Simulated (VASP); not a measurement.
# ReBPt (P-6m2) in VASP: further runs

ReBPt is run at these levels: PBE; tasks: single point.

Everything below comes from runs of VASP 6.6.1. Logs are shortened: lines on timing, memory, paths and dates and some standing lists are left out, and cuts for length are marked.

## (1) The cell of the first run

Symmetry: P-6m2, No. 187, hexagonal system. Conventional cell: a = 3.762 Å, b = 3.762 Å, c = 3.302 Å, α = 90.00°, β = 90.00°, γ = 120.00°. Re (site symmetry -6m2) has 3 B at 2.17 Å and 6 Pt at 2.73 Å within 2.9 Å. B (site symmetry -6m2) has 3 Re at 2.17 Å and 6 Pt at 2.73 Å within 2.9 Å. Within 3.6 Å of Pt (site symmetry -6m2) lie 6 Re at 2.73 Å and 6 B at 2.73 Å and 2 Pt at 3.30 Å.

## (2) Single point, PBE

INCAR reads:

```
SYSTEM = ReBPt
PREC = Accurate
ENCUT = 520
EDIFF = 1E-6
ISMEAR = 0
SIGMA = 0.1
LREAL = .FALSE.
LASPH = .TRUE.
NELM = 80
ALGO = Normal
ISIF = 2
LWAVE = .FALSE.
LCHARG = .FALSE.
GGA = PE
NBANDS = 17
```

KPOINTS reads:

```
regular mesh
0
G
  6 6 6
  0 0 0
```

POSCAR reads:

```
ReBPt
1.0
    3.7619046800      0.0000000000      0.0000000000
   -1.8809523400      3.2579050200      0.0000000000
    0.0000000000      0.0000000000      3.3016138400
Re B Pt
1 1 1
Direct
    0.0000000000      0.0000000000      0.5000000000
    0.3333333300      0.6666666700      0.5000000000
    0.6666666700      0.3333333300      0.0000000000
```

Potentials or basis: VASP PAW PBE potentials, release 64 (Re, B, Pt).

On the command line:

```bash
$ cat potpaw_PBE.64/Re/POTCAR potpaw_PBE.64/B/POTCAR potpaw_PBE.64/Pt/POTCAR > POTCAR
$ mpirun -np 1 vasp_std > vasp.out
```

OUTCAR:

```text
SYSTEM = ReBPt
   PREC = Accurate
   ENCUT = 520
   EDIFF = 1E-6
   ISMEAR = 0
   LREAL = .FALSE.
   LASPH = .TRUE.
   NELM = 80
   ISIF = 2
   GGA = PE

 ion  position               nearest neighbor table
   1  0.000  0.000  0.500-   2 2.17   2 2.17   2 2.17   3 2.73   3 2.73   3 2.73   3 2.73   3 2.73
                             3 2.73
   2  0.333  0.667  0.500-   1 2.17   1 2.17   1 2.17   3 2.73   3 2.73   3 2.73   3 2.73   3 2.73
                             3 2.73
   3  0.667  0.333  0.000-   1 2.73   1 2.73   2 2.73   2 2.73   2 2.73   2 2.73   1 2.73   1 2.73
                             1 2.73   1 2.73   2 2.73   2 2.73

  LATTYP: Found a hexagonal cell.
 ALAT       =     3.7619046800
 C/A-ratio  =     0.8776442044

  Lattice vectors:

 A1 = (   3.7619046800,   0.0000000000,   0.0000000000)
 A2 = (  -1.8809523400,   3.2579050200,   0.0000000000)
 A3 = (   0.0000000000,   0.0000000000,   3.3016138400)

Analysis of symmetry for initial positions (statically):
=====================================================================
 Subroutine PRICEL returns:
 Original cell was already a primitive cell.

 Routine SETGRP: Setting up the symmetry group for a
 hexagonal supercell.

 Subroutine GETGRP returns: Found 12 space group operations
 (whereof 12 operations were pure point group operations)
 out of a pool of 24 trial point group operations.

The static configuration has the point symmetry D_3h.

Analysis of symmetry for dynamics (positions and initial velocities):
=====================================================================
 Subroutine PRICEL returns:
 Original cell was already a primitive cell.

 Routine SETGRP: Setting up the symmetry group for a
 hexagonal supercell.

 Subroutine GETGRP returns: Found 12 space group operations
 (whereof 12 operations were pure point group operations)
 out of a pool of 24 trial point group operations.

The dynamic configuration has the point symmetry D_3h.

 Subroutine INISYM returns: Found 12 space group operations
 (whereof 12 operations are pure point group operations),
 and found     1 'primitive' translations

----------------------------------------------------------------------------------------

                                     Primitive cell

  volume of cell :      40.4643

  direct lattice vectors                    reciprocal lattice vectors
     3.761904680  0.000000000  0.000000000     0.265822791  0.153472860  0.000000000
    -1.880952340  3.257905020  0.000000000     0.000000000  0.306945719  0.000000000
     0.000000000  0.000000000  3.301613840     0.000000000  0.000000000  0.302882181

  length of vectors
     3.761904680  3.761904680  3.301613840     0.306945719  0.306945719  0.302882181

  position of ions in fractional coordinates (direct lattice)
     0.000000000  0.000000000  0.500000000
     0.333333330  0.666666670  0.500000000
     0.666666670  0.333333330  0.000000000

  ion indices of the primitive-cell ions
   primitive index   ion index
                 1           1
                 2           2
                 3           3

----------------------------------------------------------------------------------------

 KPOINTS: regular mesh

Automatic generation of k-mesh.
 Grid dimensions read from file:
 generate k-points for:    6    6    6

 Generating k-lattice:

  Cartesian coordinates                     Fractional coordinates (reciprocal lattice)
     0.044303798  0.025578810  0.000000000     0.166666667 -0.000000000  0.000000000
     0.000000000  0.051157620  0.000000000     0.000000000  0.166666667  0.000000000
     0.000000000  0.000000000  0.050480363     0.000000000  0.000000000  0.166666667

  Length of vectors
     0.051157620  0.051157620  0.050480363

  Shift w.r.t. Gamma in fractional coordinates (k-lattice)
     0.000000000  0.000000000  0.000000000

 Subroutine IBZKPT returns following result:
 ===========================================

 Found     28 irreducible k-points:

 Following reciprocal coordinates:
            Coordinates               Weight
  0.000000  0.000000  0.000000      1.000000
  0.166667  0.000000  0.000000      6.000000
  0.333333  0.000000  0.000000      6.000000
  0.500000  0.000000  0.000000      3.000000
  0.166667  0.166667  0.000000      6.000000
  0.333333  0.166667  0.000000     12.000000
[... 16 lines left out ...]
  0.166667  0.000000  0.500000      6.000000
  0.333333  0.000000  0.500000      6.000000
 [... further k-points ...]
   k-points           NKPTS =     28   k-points in BZ     NKDIM =     28   number of bands    NBANDS=     17
   number of dos      NEDOS =    301   number of ions     NIONS =      3
   total plane-waves  NPLWV =  21952
   dimension x,y,z NGX =    28 NGY =   28 NGZ =   28
   dimension x,y,z NGXF=    56 NGYF=   56 NGZF=   56
   ions per type =               1   1   1
   NGX,Y,Z   is equivalent  to a cutoff of  12.37, 12.37, 14.10 a.u.
   NGXF,Y,Z  is equivalent  to a cutoff of  24.75, 24.75, 28.20 a.u.
 SYSTEM =  ReBPt
   PREC   = accura    normal or accurate (medium, high low for compatibility)
   ISTART =      0    job   : 0-new  1-cont  2-samecut
   ICHARG =      2    charge: 1-file 2-atom 10-const
   ISPIN  =      1    spin polarized calculation?
   LNONCOLLINEAR =      F non collinear calculations
   LSORBIT =      F    spin-orbit coupling
   LASPH  =      T    aspherical Exc in radial PAW
   ENCUT  =  520.0 eV  38.22 Ry    6.18 a.u.   6.99  6.99  6.14*2*pi/ulx,y,z
   NELM   =     80;   NELMIN=  2; NELMDL= -5     # of ELM steps
   EDIFF  = 0.1E-05   stopping-criterion for ELM
   LREAL  =      F    real-space projection
   EDIFFG = 0.1E-04   stopping-criterion for IOM
   NSW    =      0    number of steps for IOM
   IBRION =     -1    ionic relax: 0-MD 1-quasi-New 2-CG
   NFREE  =      0    steps in history (QN), initial steepest desc. (CG)
   ISIF   =      2    stress and relaxation
   ISYM   =      2    0-nonsym 1-usesym 2-fastsym
   POTIM  = 0.5000    time-step for ionic-motion
   TEBEG  =    0.0;   TEEND  =   0.0 temperature during run
   PSTRESS=    0.0 pullay stress
   NELECT =      20.0000    total number of electrons
   NUPDOWN=      -1.0000    fix difference up-down
   EMIN   =  10.00;   EMAX   =-10.00  energy-range for DOS
   EFERMI =   0.00;   METHOD = LEGACY
   ISMEAR =     0;   SIGMA  =   0.10  broadening in eV -4-tet -1-fermi 0-gaus
   EFERMI_NEDOS =   21; number of points for ismear=-14 and -15
   IALGO  =     38    algorithm
   IMIX   =      4    mixing-type and parameters
     AMIX     =   0.40;   BMIX     =  1.00
     AMIX_MAG =   1.60;   BMIX_MAG =  1.00
  volume/ion in A,a.u.               =      13.49        91.02
  Fermi-wavevector in a.u.,A,eV,Ry     =   1.294377  2.446017 22.795349  1.675411
  Thomas-Fermi vector in A             =   2.425963
   LORBIT       =      0    0 simple, 1 ext, 2 COOP (PROOUT), +10 PAW based schemes
   GGA     = PE    functional components
   LHFCALC =     F    Hartree Fock is set to
   AEXX    =    0.0000 exact exchange contribution
   IVDW    =     0    specifies the selected vdW correction
   LEPSILON=     F    determine dielectric tensor
   LRPA    =     F    only Hartree local field effects (RPA)
 non-spin polarized calculation
 Gauss-broadening in eV      SIGMA  =   0.10
  energy-cutoff  :      520.00
  volume of cell :       40.46
 maximum number of plane-waves:      1116
 NGX is ok and might be reduce to    28
   NGX = 13   NGY = 13   NGZ = 13

 number of electron      20.0000002 magnetization

 Free energy of the ion-electron system (eV)
  ---------------------------------------------------
  ext. energy  EPLUGINS =         0.00000000
  ---------------------------------------------------
  free energy    TOTEN  =       -24.01240219 eV

  energy without entropy =      -23.99656411  energy(sigma->0) =      -24.00448315

 E-fermi :   8.0351     XC(G=0): -12.7394

 val. band max:        7.9763580123   @ k =   0.1667   0.1667   0.1667
 cond. band min:       8.0985115922   @ k =   0.3333   0.1667   0.3333
 fundamental gap:      0.1221535799
 Fermi energy:         8.0351462585

 k-point     1 :       0.0000    0.0000    0.0000
  band No.  band energies     occupation
      1      -2.9513      2.00000
      2       2.2340      2.00000
      3       3.0100      2.00000
      4       3.0100      2.00000
      5       4.4889      2.00000
      6       4.4889      2.00000
[... 9 lines left out ...]
     16      17.9887      0.00000
     17      18.1664      0.00000

 k-point     2 :       0.1667    0.0000    0.0000
  band No.  band energies     occupation
      1      -2.4713      2.00000
      2       2.2412      2.00000
      3       2.5263      2.00000
      4       3.3509      2.00000
      5       4.3249      2.00000
      6       4.4149      2.00000
[... 9 lines left out ...]
     16      18.2019      0.00000
     17      19.3260      0.00000

 k-point     3 :       0.3333    0.0000    0.0000
  band No.  band energies     occupation
      1      -1.1871      2.00000
      2       1.3966      2.00000
      3       2.6610      2.00000
      4       4.0391      2.00000
      5       4.0617      2.00000
      6       4.1254      2.00000
[... 9 lines left out ...]
     16      18.4754      0.00000
     17      18.9367      0.00000

 k-point     4 :       0.5000    0.0000    0.0000
  band No.  band energies     occupation
      1      -0.0300      2.00000
      2       0.8145      2.00000
      3       2.5424      2.00000
      4       3.8304      2.00000
      5       3.9119      2.00000
      6       4.5343      2.00000
[... 9 lines left out ...]
     16      18.4593      0.00000
     17      18.6845      0.00000
[... 343 lines left out ...]
      1      -0.5077      2.00000
      2       1.6970      2.00000
      3       2.0690      2.00000
      4       2.0690      2.00000
      5       3.0777      2.00000
      6       3.0777      2.00000
[... 9 lines left out ...]
     16      15.4624      0.00000
     17      18.4356      0.00000

 k-point    23 :       0.1667    0.0000    0.5000
  band No.  band energies     occupation
      1      -0.3594      2.00000
      2       1.6654      2.00000
      3       2.3605      2.00000
      4       2.4617      2.00000
      5       3.3373      2.00000
      6       3.5020      2.00000
[... 9 lines left out ...]
     16      15.1277      0.00000
     17      17.4912      0.00000

 k-point    24 :       0.3333    0.0000    0.5000
  band No.  band energies     occupation
      1      -0.0177      2.00000
      2       1.7843      2.00000
      3       3.0824      2.00000
      4       3.4739      2.00000
      5       4.0182      2.00000
      6       4.3542      2.00000
[... 9 lines left out ...]
     16      16.4681      0.00000
     17      17.1241      0.00000

 [... further k-points ...]

------------------------ aborting loop because EDIFF is reached ----------------------------------------

  FORCE on cell =-STRESS in cart. coord.  units (eV):
  Direction    XX          YY          ZZ          XY          YZ          ZX
  --------------------------------------------------------------------------------------
  -------------------------------------------------------------------------------------
  Total       -1.3764386     -1.3764386     -1.1546622      0.0000000     -0.0000000     -0.0000000
  in kB      -54.4998056    -54.4998056    -45.7186135      0.0000000     -0.0000000     -0.0000000
  external PRESSURE =     -51.5727415 kB  Pullay stress =       0.0000000 kB

 VOLUME and BASIS-vectors are now :
 -----------------------------------------------------------------------------
  energy-cutoff  :      520.00
  volume of cell :       40.46
      direct lattice vectors                 reciprocal lattice vectors
     3.761904680  0.000000000  0.000000000     0.265822791  0.153472860  0.000000000
    -1.880952340  3.257905020  0.000000000     0.000000000  0.306945719  0.000000000
     0.000000000  0.000000000  3.301613840     0.000000000  0.000000000  0.302882181

 POSITION                                       TOTAL-FORCE (eV/Angst)
 -----------------------------------------------------------------------------------
      0.00000      0.00000      1.65081         0.000000      0.000000      0.000000
     -0.00000      2.17194      1.65081        -0.000000      0.000000      0.000000
      1.88095      1.08597      0.00000         0.000000      0.000000      0.000000
 -----------------------------------------------------------------------------------
    total drift:                               -0.000005      0.000003     -0.000000

  FREE ENERGIE OF THE ION-ELECTRON SYSTEM (eV)
  ---------------------------------------------------
  free  energy   TOTEN  =       -24.0124021869 eV

  energy  without entropy=      -23.9965641102  energy(sigma->0) =      -24.00448315
```

Wall time 10 s (1 thread of Intel Xeon 6975P-C (Granite Rapids), shared host); peak memory 0.17 GiB.

What came out:

* Free energy: -24.0124 eV
* Pressure: -5.2 GPa
* Band gap on the k mesh: zero (band 10 reaches 9.20 eV, above the bottom of band 11 at 7.14 eV)

Caveat: spin-orbit coupling is left out, which moves the levels of the heavy elements.

## (3) Single point, PBE

This run uses another cell than the first one, of 13.20 Å³/atom, 0.978 times its volume.

INCAR reads:

```
PREC = Accurate
ENCUT = 520
EDIFF = 1E-6
ISMEAR = 0
SIGMA = 0.1
LREAL = F
LASPH = T
NELM = 80
ALGO = Fast
ISIF = 2
LWAVE = F
LCHARG = F
GGA = PE
NBANDS = 17
```

KPOINTS reads:

```
Automatic mesh
0
Gamma
  6 6 6
```

POSCAR reads:

```
ReBPt
1.0
    3.7410770892      0.0000000000      0.0000000000
   -1.8705385446      3.2398677967      0.0000000000
    0.0000000000      0.0000000000      3.2660954380
Re B Pt
1 1 1
Direct
    0.0000000000      0.0000000000      0.5000000000
    0.3333333333      0.6666666667      0.5000000000
    0.6666666667      0.3333333333      0.0000000000
```

Potentials or basis: VASP PAW PBE potentials, release 64 (Re, B, Pt).

On the command line:

```bash
$ cat potpaw_PBE.64/Re/POTCAR potpaw_PBE.64/B/POTCAR potpaw_PBE.64/Pt/POTCAR > POTCAR
$ mpirun -np 1 vasp_std > vasp.out
```

Run time: 9.4 s. Hardware: 1 thread of Intel Xeon 6975P-C (Granite Rapids), shared host; peak memory 0.16 GiB.

It converged, with:

```
Free energy            : -24.0255 eV
Pressure               : 0.2 GPa
Band gap on the k mesh : zero (band 10 reaches 9.55 eV, above the bottom of band 11 at 7.43 eV)
```

Stress tensor (GPa, compression positive):
```
 0.30  0.00  0.00
 0.00  0.30  0.00
 0.00  0.00 -0.04
```

Levels at points of the mesh, in eV from the Fermi level:
```
           k point  band 8  band 9  band 10  band 11  band 12  band 13
(0.00, 0.00, 0.00)   -2.91   -1.81     0.86     0.86     1.51     5.39
(0.50, 0.00, 0.00)   -1.81   -1.14    -0.50     0.30     0.88     1.88
(0.00, 0.00, 0.50)   -0.48   -0.48     1.20     1.20     1.84     5.45
(0.50, 0.00, 0.50)   -2.07   -1.62    -1.23    -0.91     0.42     3.61
```

Caveat: spin-orbit coupling is left out, which moves the levels of the heavy elements.
